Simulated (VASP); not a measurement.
Runs of VASP 6.6.1 on LiH. The structure is that of space group Pm-3m (No. 221), or close to it. The cells are those of the table. 

```tsv
level	cell	k mesh	smearing	grid for exact exchange (PRECFOCK)	share of exact exchange	screening parameter	gap on the mesh (eV)
HSE06	a = 2.514 Å, angles 89.4°, 2 atoms	8 × 8 × 8	gaussian 0.01 eV	Normal	0.25	0.2079 1/Å	(a)
r2SCAN	a = 2.502, b = 2.502, c = 2.430 Å, 2 atoms	10 × 10 × 10	gaussian 0.01 eV	-	-	-	1.19
PBE	a = 2.502, b = 2.502, c = 2.430 Å, 2 atoms	10 × 10 × 10	fermi-dirac 0.02 eV	-	-	-	0.61
HSE06	a = 2.502, b = 2.502, c = 2.430 Å, 2 atoms	8 × 8 × 8	gaussian 0.01 eV	Normal	0.25	0.2079 1/Å	1.31
r2SCAN	a = 2.514 Å, angles 89.4°, 2 atoms	10 × 10 × 10	gaussian 0.01 eV	-	-	-	1.31
PBE	a = 2.514 Å, angles 89.4°, 2 atoms	10 × 10 × 10	fermi-dirac 0.02 eV	-	-	-	0.74
```

Alike in all rows: task single point; potentials or basis VASP PAW PBE potentials, release 64 (Li_sv, H); no spin polarisation; cutoff (eV) 520.

Q: Estimate the missing entries.

A: (a) 1.44.

A k mesh can miss the band edges.
